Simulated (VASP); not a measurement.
# AlN: single point with PBEsol

AlN:

```
Al N
1.0
    -0.10442    2.13305    2.13305
     2.13305   -0.10442    2.13305
     2.13305    2.13305   -0.10442
Al N
1 1
Direct
  0.00000 0.00000 0.00000
  0.75000 0.75000 0.75000
```

This cell differs from its parent crystal: ratio of the length along [111] to the lengths across it x 0.93, volume and fractional coordinates fixed.

- Program: VASP 6.6.1
- Task: single point
- Functional: PBEsol
- Potentials or basis: VASP PAW PBE potentials, release 64 (Al, N)
- Cutoff: 520 eV
- k mesh: 10 × 10 × 10
- Occupations: gaussian, width 0.05 eV
- Spin: no spin polarisation

```yaml
Pressure: 2.9 GPa
Largest_force: 1.068 eV/Å
Band_gap_on_the_k_mesh: 2.91 eV, indirect (least direct gap 3.78 eV)
```

Forces on the atoms (eV/Å):
```
Al   0.616  0.616  0.616
N   -0.616 -0.616 -0.616
```

Stress tensor (GPa, compression positive):
```
 2.87 11.68 11.68
11.68  2.87 11.68
11.68 11.68  2.87
```

Levels at points of the mesh, in eV from the valence-band top:
```tsv
k point	band 2	band 3	band 4	band 5	band 6	band 7
(0.00, 0.00, 0.00)	-0.34	-0.34	0.00	3.78	11.62	11.62
(0.50, 0.00, 0.00)	-6.22	-0.67	-0.53	7.21	9.41	10.59
(0.50, 0.50, 0.00)	-5.17	-2.31	-1.69	2.91	8.36	13.44
(0.50, 0.50, 0.50)	-5.88	-0.99	-0.99	6.46	9.45	10.05
```

It used 11 s of CPU time on 1 thread of Intel Xeon 6975P-C, on a shared host.

Caveat: the PAW data sets were made with another functional, which shifts forces and pressure a little. A k mesh can miss the band edges.
